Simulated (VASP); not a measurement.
Set up this calculation in VASP 6.6.1, as the native input.

```yaml
Task: electric field gradients
Functional: LDA
Potentials_or_basis: VASP PAW LDA potentials, release 64 (Hg)
Cutoff: 520 eV
k_mesh: 12 × 12 × 12
Occupations: fermi-dirac, width 0.03 eV
Spin: no spin polarisation
Dipole_correction: no
Further_INCAR_settings: ALGO = Normal; EDIFF = 1e-08; NBANDS = 12
```

The structure of Hg lies in POSCAR:

```
Hg
1.0
    1.7066192046      0.9853170572      2.2038071096
   -1.7066192046      0.9853170572      2.2038071096
    0.0000000000     -1.9706341143      2.2038071096
Hg
1
Direct
    0.0000000000      0.0000000000      0.0000000000
```

The input as run:

INCAR

```
SYSTEM = Hg
PREC = Accurate ; ENCUT = 520
EDIFF = 1E-8 ; ISMEAR = -1
SIGMA = 0.03 ; LREAL = .False.
LASPH = .True. ; NELM = 60
ALGO = Normal ; ISIF = 2
LWAVE = .False. ; LCHARG = .False.
GGA = CA ; LEFG = .True.
NBANDS = 12
```

KPOINTS

```
Automatic mesh
0
Gamma
  12 12 12
  0 0 0
```

Potentials or basis: VASP PAW LDA potentials, release 64 (Hg).

The run is started by

```bash
$ cat potpaw_LDA.64/Hg/POTCAR > POTCAR
$ mpirun -np 1 vasp_std > vasp.out
```

Results of the run:

```
Pressure                                : 1.1 GPa
Band gap on the k mesh                  : zero (bands 6 and 7 overlap by 3.48 eV)
Largest electric field gradient by atom : Hg -163.8 V/Å²
```

Caveat: without QUAD_EFG the Cq values of the log hold for a quadrupole moment of 1 mb, not for the nuclei; spin-orbit coupling is left out, which moves the levels of the heavy elements.

Run time: 16 s on 1 thread of AMD EPYC 9R45 96-Core Processor (Zen 5), on a shared host, peak memory 0.13 GiB.
